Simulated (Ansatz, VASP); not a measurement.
## Si in VASP and in Ansatz

INCAR

```
PREC     = Accurate       # precision mode
ENCUT    = 500            # plane-wave cutoff, eV
EDIFF    = 1E-6           # SCF threshold, eV
ISMEAR   = 1              # smearing method
SIGMA    = 0.6            # smearing width, eV
LREAL    = F              # projectors in reciprocal space
LASPH    = T              # aspherical terms in the spheres
NELM     = 120            # most SCF steps
ALGO     = Normal         # electronic algorithm
ISIF     = 2              # what is computed and relaxed
LWAVE    = F              # write WAVECAR
LCHARG   = T              # write CHGCAR
GGA      = PE             # functional
LELF     = T              # ELF
LVHAR    = T            
NBANDS   = 11             # bands
GGA_COMPAT= F
```

Contents of KPOINTS:

```
Automatic mesh
0
Gamma
  10 10 10
```

File POSCAR:

```
Si
1.0
    0.0000000000      2.7354874751      2.7354874751
    2.7354874751      0.0000000000      2.7354874751
    2.7354874751      2.7354874751      0.0000000000
Si
2
Direct
    0.5000000000      0.5000000000      0.5000000000
    0.7500000000      0.7500000000      0.7500000000
```

Input for Ansatz:

```yaml
crystal:
  lattice:
    - [0.0, 2.7354874751, 2.7354874751]
    - [2.7354874751, 0.0, 2.7354874751]
    - [2.7354874751, 2.7354874751, 0.0]
  atoms:
    - { symbol: Si, position: [0.5, 0.5, 0.5] }
    - { symbol: Si, position: [0.75, 0.75, 0.75] }
hamiltonian:
  xc: pbe
  pseudopotentials:
    kind: paw
    azcp:
      Si: "pseudopotentials/Si.paw.azcp"
basis:
  ecutwfc: 420
  fft_grid_basis: typed
kpoints:
  mp_grid: { grid: [10, 10, 10], shift: [0, 0, 0] }
magnetization:
  spin_polarized: false
scf:
  occupations: { method: cold, width: 0.6 }
  lower_state_search: "off"
output:
  stress: true
```

Alike in both runs: task single point; functional PBE; k mesh 10 × 10 × 10; no spin polarisation.

|  | VASP | Ansatz |
| --- | --- | --- |
| version | VASP 6.6.1 | Ansatz 0.2.0 |
| potentials or method | VASP PAW PBE potentials, release 64 (Si), cutoff 500 eV | plane waves (420 eV) with PAW, scalar-relativistic |
| occupations | methfessel-paxton of order 1, width 0.6 eV | cold, width 0.6 eV |
| valence electrons in the cell | 8 | 8 |

Ansatz gave:

| Property | Result |
| --- | --- |
| pressure (GPa) | -0.2 |

Q: What did VASP give for the same quantities?

A: Pressure (GPa): -0.1.
